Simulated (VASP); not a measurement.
Runs of VASP 6.6.1 on ZnO. The structure is that of space group P6_3mc (No. 186), or close to it. The cells are those of the table. 

```csv
cell,gap on the mesh (eV),pressure (GPa),largest force (eV/Å)
"a = 3.235, b = 3.235, c = 5.004 Å, angles 90.0, 90.0, 120.0°, 4 atoms",1.34,(b),(c)
"a = 3.235, b = 3.235, c = 5.317 Å, angles 90.0, 90.0, 120.0°, 4 atoms",(d),-1.9,-
"a = 3.105, b = 3.105, c = 5.415 Å, angles 90.0, 90.0, 120.0°, 4 atoms",(a),7.5,-
"a = 3.214, b = 3.214, c = 5.179 Å, angles 90.0, 90.0, 120.0°, 4 atoms",1.26,4.1,0.01
"a = 3.235, b = 3.235, c = 4.900 Å, angles 90.0, 90.0, 120.0°, 4 atoms",1.39,11.3,0.01
```

Alike in all rows: task single point; level r2SCAN; potentials or basis VASP PAW PBE potentials, release 64 (Zn, O); no spin polarisation; k mesh 12 × 12 × 6; cutoff (eV) 520; smearing gaussian 0.02 eV.

Task: Fill in the values left out.

Result: (a) 1.17; (b) 7.6; (c) 0.02; (d) 1.18.

Caveats: the PAW data sets were made with another functional, which shifts forces and pressure a little.

